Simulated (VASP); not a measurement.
# Bi (Fm-3m) in VASP: notebook

Bi is run at these levels: BLYP; tasks: single point.

Everything below comes from runs of VASP 6.6.1. Logs are shortened: lines on timing, memory, paths and dates and some standing lists are left out, and cuts for length are marked.

## 1. The cell of the first run

It takes space group Fm-3m (No. 225, cubic). The conventional cell has a = 5.103 Å, b = 5.103 Å, c = 5.103 Å, α = 90.00°, β = 90.00°, γ = 90.00°. Within 4.7 Å of Bi (site symmetry m-3m) lie 12 Bi at 3.61 Å.

## 2. Single point, BLYP (volume scaled by 0.96)

Contents of INCAR:

```
PREC = Accurate
ENCUT = 520
EDIFF = 1E-6
ISMEAR = -1
SIGMA = 0.1
LREAL = F
LASPH = T
NELM = 100
ALGO = Normal
ISIF = 2
LWAVE = F
LCHARG = T
GGA = B5
ALDAX = 1.0
AGGAX = 1.0
AGGAC = 1.0
ALDAC = 0.0
LELF = T
LVHAR = T
NBANDS = 14
```

Contents of KPOINTS:

```
Automatic mesh
0
Gamma
  12 12 12
```

Contents of POSCAR:

```
Bi
1.0
    0.0000000000      2.5514514792      2.5514514792
    2.5514514792      0.0000000000      2.5514514792
    2.5514514792      2.5514514792      0.0000000000
Bi
1
Direct
    0.0000000000      0.0000000000      0.0000000000
```

Potentials or basis: VASP PAW PBE potentials, release 64 (Bi_d).

Started as:

```
> cat potpaw_PBE.64/Bi_d/POTCAR > POTCAR
> mpirun -np 1 vasp_std > vasp.out
```

OUTCAR:

```text
PREC = Accurate
   ENCUT = 520
   EDIFF = 1E-6
   ISMEAR = -1
   LREAL = F
   LASPH = T
   NELM = 100
   ISIF = 2
   GGA = B5

 ion  position               nearest neighbor table
   1  0.000  0.000  0.000-

  LATTYP: Found a face centered cubic cell.
 ALAT       =     5.1029029584

  Lattice vectors:

 A1 = (   0.0000000000,   2.5514514792,   2.5514514792)
 A2 = (   2.5514514792,   0.0000000000,   2.5514514792)
 A3 = (   2.5514514792,   2.5514514792,   0.0000000000)

Analysis of symmetry for initial positions (statically):
=====================================================================
 Subroutine PRICEL returns:
 Original cell was already a primitive cell.

 Routine SETGRP: Setting up the symmetry group for a
 face centered cubic supercell.

 Subroutine GETGRP returns: Found 48 space group operations
 (whereof 48 operations were pure point group operations)
 out of a pool of 48 trial point group operations.

The static configuration has the point symmetry O_h .

Analysis of symmetry for dynamics (positions and initial velocities):
=====================================================================
 Subroutine PRICEL returns:
 Original cell was already a primitive cell.

 Routine SETGRP: Setting up the symmetry group for a
 face centered cubic supercell.

 Subroutine GETGRP returns: Found 48 space group operations
 (whereof 48 operations were pure point group operations)
 out of a pool of 48 trial point group operations.

The dynamic configuration has the point symmetry O_h .

 Subroutine INISYM returns: Found 48 space group operations
 (whereof 48 operations are pure point group operations),
 and found     1 'primitive' translations

----------------------------------------------------------------------------------------

                                     Primitive cell

  volume of cell :      33.2194

  direct lattice vectors                    reciprocal lattice vectors
     0.000000000  2.551451479  2.551451479    -0.195966886  0.195966886  0.195966886
     2.551451479  0.000000000  2.551451479     0.195966886 -0.195966886  0.195966886
     2.551451479  2.551451479  0.000000000     0.195966886  0.195966886 -0.195966886

  length of vectors
     3.608297286  3.608297286  3.608297286     0.339424602  0.339424602  0.339424602

  position of ions in fractional coordinates (direct lattice)
     0.000000000  0.000000000  0.000000000

  ion indices of the primitive-cell ions
   primitive index   ion index
                 1           1

----------------------------------------------------------------------------------------
[... 81 lines left out ...]
   NELECT =      15.0000    total number of electrons
   NUPDOWN=      -1.0000    fix difference up-down
   EMIN   =  10.00;   EMAX   =-10.00  energy-range for DOS
   EFERMI =   0.00;   METHOD = LEGACY
   ISMEAR =    -1;   SIGMA  =   0.10  broadening in eV -4-tet -1-fermi 0-gaus
   EFERMI_NEDOS =   21; number of points for ismear=-14 and -15
   IALGO  =     38    algorithm
   IMIX   =      4    mixing-type and parameters
     AMIX     =   0.40;   BMIX     =  1.00
     AMIX_MAG =   1.60;   BMIX_MAG =  1.00
  volume/ion in A,a.u.               =      33.22       224.18
  Fermi-wavevector in a.u.,A,eV,Ry     =   1.255957  2.373414 21.462194  1.577427
  Thomas-Fermi vector in A             =   2.389688
   LORBIT       =      0    0 simple, 1 ext, 2 COOP (PROOUT), +10 PAW based schemes
   GGA     = B5    functional components
   LHFCALC =     F    Hartree Fock is set to
   AEXX    =    0.0000 exact exchange contribution
   IVDW    =     0    specifies the selected vdW correction
   LEPSILON=     F    determine dielectric tensor
   LRPA    =     F    only Hartree local field effects (RPA)
 non-spin polarized calculation
  energy-cutoff  :      520.00
  volume of cell :       33.22
 maximum number of plane-waves:       934
   NGX = 13   NGY = 13   NGZ = 13

 number of electron      14.9999995 magnetization

 Free energy of the ion-electron system (eV)
  ---------------------------------------------------
  ext. energy  EPLUGINS =         0.00000000
  ---------------------------------------------------
  free energy    TOTEN  =        -2.91892113 eV

  energy without entropy =       -2.89320272  energy(sigma->0) =       -2.90606192

 E-fermi :   7.7340     XC(G=0):  -9.3716

 val. band max:        7.6660092443   @ k =  -0.2500   0.4167   0.1667
 cond. band min:       7.7830717087   @ k =  -0.1667   0.2500   0.0833
 fundamental gap:      0.1170624644
 Fermi energy:         7.7339916020

 k-point     1 :       0.0000    0.0000    0.0000
  band No.  band energies     occupation
      1     -15.2975      2.00000
      2     -15.2975      2.00000
      3     -15.2975      2.00000
      4     -15.2404      2.00000
      5     -15.2404      2.00000
      6      -5.5150      2.00000
      7      12.0480      0.00000
      8      12.0480      0.00000
      9      12.0480      0.00000
     10      16.2527      0.00000
     11      17.0981      0.00000
     12      18.2983      0.00000
     13      18.2983      0.00000
     14      18.2983      0.00000
[... 377 lines left out ...]
      1     -15.2975      2.00000
      2     -15.2677      2.00000
      3     -15.2649      2.00000
      4     -15.1981      2.00000
      5     -15.1869      2.00000
      6      -2.8123      2.00000
      7       3.3867      2.00000
      8       8.0093      0.11978
      9      10.0605      0.00000
     10      14.6075      0.00000
     11      17.5093      0.00000
     12      18.6009      0.00000
     13      21.1761      0.00000
     14      22.1541      0.00000

 [... further k-points ...]

------------------------ aborting loop because EDIFF is reached ----------------------------------------

  FORCE on cell =-STRESS in cart. coord.  units (eV):
  Direction    XX          YY          ZZ          XY          YZ          ZX
  --------------------------------------------------------------------------------------
  -------------------------------------------------------------------------------------
  Total        0.3543829      0.3543829      0.3543829      0.0000000     -0.0000000      0.0000000
  in kB       17.0919395     17.0919395     17.0919395      0.0000000     -0.0000000      0.0000000
  external PRESSURE =      17.0919395 kB  Pullay stress =       0.0000000 kB

 VOLUME and BASIS-vectors are now :
 -----------------------------------------------------------------------------
  energy-cutoff  :      520.00
  volume of cell :       33.22
      direct lattice vectors                 reciprocal lattice vectors
     0.000000000  2.551451479  2.551451479    -0.195966886  0.195966886  0.195966886
     2.551451479  0.000000000  2.551451479     0.195966886 -0.195966886  0.195966886
     2.551451479  2.551451479  0.000000000     0.195966886  0.195966886 -0.195966886

 POSITION                                       TOTAL-FORCE (eV/Angst)
 -----------------------------------------------------------------------------------
      0.00000      0.00000      0.00000        -0.000000      0.000000     -0.000000
 -----------------------------------------------------------------------------------
    total drift:                               -0.000000     -0.000000     -0.000000

  FREE ENERGIE OF THE ION-ELECTRON SYSTEM (eV)
  ---------------------------------------------------
  free  energy   TOTEN  =        -2.9189211283 eV

  energy  without entropy=       -2.8932027201  energy(sigma->0) =       -2.90606192
```

OSZICAR:

```text
N       E                     dE             d eps       ncg     rms          rms(c)
DAV:   1     0.119779754308E+03    0.11978E+03   -0.76831E+03  2034   0.121E+03
DAV:   2     0.435758753008E+01   -0.11542E+03   -0.11166E+03  2208   0.342E+02
DAV:   3    -0.275298954437E+01   -0.71106E+01   -0.70811E+01  2514   0.826E+01
DAV:   4    -0.292838680301E+01   -0.17540E+00   -0.17535E+00  2608   0.137E+01
DAV:   5    -0.293543342484E+01   -0.70466E-02   -0.70465E-02  2916   0.245E+00    0.582E-01
DAV:   6    -0.292110056695E+01    0.14333E-01   -0.21926E-02  2616   0.226E+00    0.241E-01
DAV:   7    -0.291883938856E+01    0.22612E-02   -0.92727E-03  2946   0.139E+00    0.711E-02
DAV:   8    -0.291893004297E+01   -0.90654E-04   -0.59122E-04  2568   0.324E-01    0.153E-02
DAV:   9    -0.291892202350E+01    0.80195E-05   -0.20887E-05  2732   0.630E-02    0.619E-03
DAV:  10    -0.291892112830E+01    0.89520E-06   -0.35067E-06  2598   0.229E-02
   1 F= -.29189211E+01 E0= -.29060619E+01  d E =-.257184E-01
```

It took 31 s on 1 thread of Intel Xeon Platinum 8488C (Sapphire Rapids), shared host; peak memory 0.17 GiB.

What came out:

```yaml
Free_energy: -2.9189 eV
Pressure: 1.7 GPa
```

Caveat: the cell differs from its parent crystal (volume scaled by 0.96); the PAW data sets were made with another functional, which shifts forces and pressure a little; spin-orbit coupling is left out, which moves the levels of the heavy elements.

## 3. Single point, BLYP

This run uses another cell than the first one, of 34.60 Å³/atom, 1.042 times its volume.

Contents of INCAR:

```
SYSTEM = Bi
PREC = Accurate
ENCUT = 520
EDIFF = 1E-7
ISMEAR = -1
SIGMA = 0.1
LREAL = .False.
LASPH = .True.
NELM = 100
ALGO = Normal
ISIF = 2
LWAVE = .False.
LCHARG = .False.
GGA = B5
ALDAX = 1.0
AGGAX = 1.0
AGGAC = 1.0
ALDAC = 0.0
NBANDS = 14
```

Contents of KPOINTS:

```
regular mesh
0
Gamma
  12 12 12
  0 0 0
```

Contents of POSCAR:

```
Bi
1.0
    0.0000000000      2.5864072131      2.5864072131
    2.5864072131      0.0000000000      2.5864072131
    2.5864072131      2.5864072131      0.0000000000
Bi
1
Direct
    0.0000000000      0.0000000000      0.0000000000
```

Potentials or basis: VASP PAW PBE potentials, release 64 (Bi_d).

Started as:

```
> cat potpaw_PBE.64/Bi_d/POTCAR > POTCAR
> mpirun -np 1 vasp_std > vasp.out
```

OUTCAR:

```text
SYSTEM = Bi
   PREC = Accurate
   ENCUT = 520
   EDIFF = 1E-7
   ISMEAR = -1
   LREAL = .False.
   LASPH = .True.
   NELM = 100
   ISIF = 2
   GGA = B5

 ion  position               nearest neighbor table
   1  0.000  0.000  0.000-

  LATTYP: Found a face centered cubic cell.
 ALAT       =     5.1728144262

  Lattice vectors:

 A1 = (   0.0000000000,   2.5864072131,   2.5864072131)
 A2 = (   2.5864072131,   0.0000000000,   2.5864072131)
 A3 = (   2.5864072131,   2.5864072131,   0.0000000000)

Analysis of symmetry for initial positions (statically):
=====================================================================
 Subroutine PRICEL returns:
 Original cell was already a primitive cell.

 Routine SETGRP: Setting up the symmetry group for a
 face centered cubic supercell.

 Subroutine GETGRP returns: Found 48 space group operations
 (whereof 48 operations were pure point group operations)
 out of a pool of 48 trial point group operations.

The static configuration has the point symmetry O_h .

Analysis of symmetry for dynamics (positions and initial velocities):
=====================================================================
 Subroutine PRICEL returns:
 Original cell was already a primitive cell.

 Routine SETGRP: Setting up the symmetry group for a
 face centered cubic supercell.

 Subroutine GETGRP returns: Found 48 space group operations
 (whereof 48 operations were pure point group operations)
 out of a pool of 48 trial point group operations.

The dynamic configuration has the point symmetry O_h .

 Subroutine INISYM returns: Found 48 space group operations
 (whereof 48 operations are pure point group operations),
 and found     1 'primitive' translations

----------------------------------------------------------------------------------------

[... 113 lines left out ...]
  Thomas-Fermi vector in A             =   2.373485
   LORBIT       =      0    0 simple, 1 ext, 2 COOP (PROOUT), +10 PAW based schemes
   GGA     = B5    functional components
   LHFCALC =     F    Hartree Fock is set to
   AEXX    =    0.0000 exact exchange contribution
   IVDW    =     0    specifies the selected vdW correction
   LEPSILON=     F    determine dielectric tensor
   LRPA    =     F    only Hartree local field effects (RPA)
 non-spin polarized calculation
  energy-cutoff  :      520.00
  volume of cell :       34.60
 maximum number of plane-waves:       950
   NGX = 13   NGY = 13   NGZ = 13

 number of electron      15.0000005 magnetization

 Free energy of the ion-electron system (eV)
  ---------------------------------------------------
  ext. energy  EPLUGINS =         0.00000000
  ---------------------------------------------------
  free energy    TOTEN  =        -2.92628661 eV

  energy without entropy =       -2.89881889  energy(sigma->0) =       -2.91255275

 E-fermi :   7.2513     XC(G=0):  -9.1865

 val. band max:        7.2115225865   @ k =  -0.2500   0.4167   0.1667
 cond. band min:       7.2674891652   @ k =   0.2500   0.1667   0.0000
 fundamental gap:      0.0559665787
 Fermi energy:         7.2512722007

 k-point     1 :       0.0000    0.0000    0.0000
  band No.  band energies     occupation
      1     -15.7498      2.00000
      2     -15.7498      2.00000
      3     -15.7498      2.00000
      4     -15.7009      2.00000
      5     -15.7009      2.00000
      6      -5.7462      2.00000
      7      11.3165      0.00000
      8      11.3165      0.00000
      9      11.3165      0.00000
     10      15.3368      0.00000
     11      16.6337      0.00000
     12      17.6233      0.00000
     13      17.6233      0.00000
     14      17.6233      0.00000
[... 377 lines left out ...]
      1     -15.7495      2.00000
      2     -15.7231      2.00000
      3     -15.7216      2.00000
      4     -15.6635      2.00000
      5     -15.6540      2.00000
      6      -3.2483      2.00000
      7       3.1083      2.00000
      8       7.5042      0.14773
      9       9.4567      0.00000
     10      14.0772      0.00000
     11      16.7727      0.00000
     12      17.9236      0.00000
     13      20.4922      0.00000
     14      21.4323      0.00000

 [... further k-points ...]

------------------------ aborting loop because EDIFF is reached ----------------------------------------

  FORCE on cell =-STRESS in cart. coord.  units (eV):
  Direction    XX          YY          ZZ          XY          YZ          ZX
  --------------------------------------------------------------------------------------
  -------------------------------------------------------------------------------------
  Total       -0.0217714     -0.0217714     -0.0217714     -0.0000000      0.0000000     -0.0000000
  in kB       -1.0080365     -1.0080365     -1.0080365     -0.0000000      0.0000000     -0.0000000
  external PRESSURE =      -1.0080365 kB  Pullay stress =       0.0000000 kB

 VOLUME and BASIS-vectors are now :
 -----------------------------------------------------------------------------
  energy-cutoff  :      520.00
  volume of cell :       34.60
      direct lattice vectors                 reciprocal lattice vectors
     0.000000000  2.586407213  2.586407213    -0.193318360  0.193318360  0.193318360
     2.586407213  0.000000000  2.586407213     0.193318360 -0.193318360  0.193318360
     2.586407213  2.586407213  0.000000000     0.193318360  0.193318360 -0.193318360

 POSITION                                       TOTAL-FORCE (eV/Angst)
 -----------------------------------------------------------------------------------
      0.00000      0.00000      0.00000         0.000000     -0.000000      0.000000
 -----------------------------------------------------------------------------------
    total drift:                               -0.000000     -0.000000     -0.000000

  FREE ENERGIE OF THE ION-ELECTRON SYSTEM (eV)
  ---------------------------------------------------
  free  energy   TOTEN  =        -2.9262866149 eV

  energy  without entropy=       -2.8988188928  energy(sigma->0) =       -2.91255275
```

OSZICAR:

```text
N       E                     dE             d eps       ncg     rms          rms(c)
DAV:   1     0.116063615858E+03    0.11606E+03   -0.76259E+03  2040   0.119E+03
DAV:   2     0.384457937912E+01   -0.11222E+03   -0.10881E+03  2148   0.333E+02
DAV:   3    -0.277018369089E+01   -0.66148E+01   -0.65934E+01  2580   0.802E+01
DAV:   4    -0.293615891002E+01   -0.16598E+00   -0.16594E+00  2634   0.136E+01
DAV:   5    -0.294318947171E+01   -0.70306E-02   -0.70303E-02  2860   0.245E+00    0.560E-01
DAV:   6    -0.292843235779E+01    0.14757E-01   -0.22777E-02  2580   0.227E+00    0.233E-01
DAV:   7    -0.292617170817E+01    0.22606E-02   -0.97257E-03  2782   0.139E+00    0.749E-02
DAV:   8    -0.292629400710E+01   -0.12230E-03   -0.64736E-04  2556   0.341E-01    0.159E-02
DAV:   9    -0.292628652331E+01    0.74838E-05   -0.25699E-05  2808   0.685E-02    0.587E-03
DAV:  10    -0.292628657616E+01   -0.52851E-07   -0.36415E-06  2586   0.201E-02    0.912E-04
DAV:  11    -0.292628661487E+01   -0.38716E-07   -0.14897E-07  2180   0.496E-03
   1 F= -.29262866E+01 E0= -.29125528E+01  d E =-.274677E-01
```

stdout:

```text
POSCAR found type information on POSCAR Bi
 POSCAR found :  1 types and       1 ions
 scaLAPACK will be used
 -----------------------------------------------------------------------------
|                                                                             |
|                                                                             |
|     You enforced a specific xc type in the INCAR file but a different       |
|     I HOPE YOU KNOW WHAT YOU ARE DOING!                                     |
|                                                                             |
 -----------------------------------------------------------------------------

 LDA part: xc-table for (Slater(with rela. corr.)+VWN5), standard interpolation
 POSCAR, INCAR and KPOINTS ok, starting setup
 FFT: planning ... GRIDC
 FFT: planning ... GRID_SOFT
 FFT: planning ... GRID
 WAVECAR not read
 entering main loop
```

Run time: 34 s. Hardware: 1 thread of Intel Xeon Platinum 8488C (Sapphire Rapids), shared host; peak memory 0.17 GiB.

What came out:

* Free energy: -2.9263 eV
* Pressure: -0.1 GPa

Levels at points of the mesh, in eV from the Fermi level:
```tsv
k point	band 3	band 4	band 5	band 6	band 7	band 8	band 9	band 10	band 11	band 12
(0.00, 0.00, 0.00)	-23.00	-22.95	-22.95	-13.00	4.07	4.07	4.07	8.09	9.38	10.37
(0.50, 0.00, 0.00)	-22.99	-22.90	-22.90	-10.72	-4.63	2.75	2.75	6.99	8.97	9.46
(0.50, 0.50, 0.00)	-22.90	-22.89	-22.89	-9.86	-3.96	0.25	0.25	4.33	5.40	16.50
```

Caveat: the PAW data sets were made with another functional, which shifts forces and pressure a little; spin-orbit coupling is left out, which moves the levels of the heavy elements.
